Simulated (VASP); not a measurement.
A run of VASP 6.6.1:

File POSCAR:

```
B2SbAs
1.0
    3.5470589548      0.0000000000      0.0000000000
    0.0000000000      3.5470589548      0.0000000000
    0.0000000000      0.0000000000      5.0342303828
As B Sb
1 2 1
Direct
    0.0000000000      0.0000000000      0.0000000000
    0.0000000000      0.5000000000      0.7698922569
    0.5000000000      0.0000000000      0.2301077431
    0.5000000000      0.5000000000      0.5000000000
```

Contents of INCAR.step1:

```
SYSTEM = B2SbAs
ALGO = Normal
EDIFF = 1E-5
ENCUT = 520
GGA = PE
ISIF = 2
ISMEAR = 0
LASPH = .True.
LCHARG = .False.
LREAL = .False.
LWAVE = .True.
NBANDS = 16
NELM = 80
PREC = Accurate
SIGMA = 0.01
```

The input INCAR.step2:

```
SYSTEM = B2SbAs
ALGO = Normal
EDIFF = 1E-6
ENCUT = 520
GGA = PE
HFSCREEN = 0.2079
ISIF = 2
ISMEAR = 0
ISTART = 1
LASPH = .True.
LCHARG = .False.
LHFCALC = .True.
LREAL = .False.
LWAVE = .False.
NBANDS = 16
NELM = 80
PREC = Accurate
PRECFOCK = Normal
SIGMA = 0.01
```

File KPOINTS:

```
k-points
0
Gamma
  4 4 4
  0 0 0
```

Potentials or basis: VASP PAW PBE potentials, release 64 (As, B, Sb).

Command:

```sh
$ cat potpaw_PBE.64/As/POTCAR potpaw_PBE.64/B/POTCAR potpaw_PBE.64/Sb/POTCAR > POTCAR
$ cp INCAR.step1 INCAR
$ mpirun -np 1 vasp_std > vasp.out
$ cp INCAR.step2 INCAR
$ mpirun -np 1 vasp_std > vasp.out
```

Hardware: 1 thread of AMD EPYC 7R43 64-Core Processor (Zen 3), with other jobs on the host.

How long does it take, and how much memory?

It took 14 min on 1 thread of AMD EPYC 7R43 64-Core Processor (Zen 3), with other jobs on the host, peak memory 0.26 GiB. Counts: k points 18.
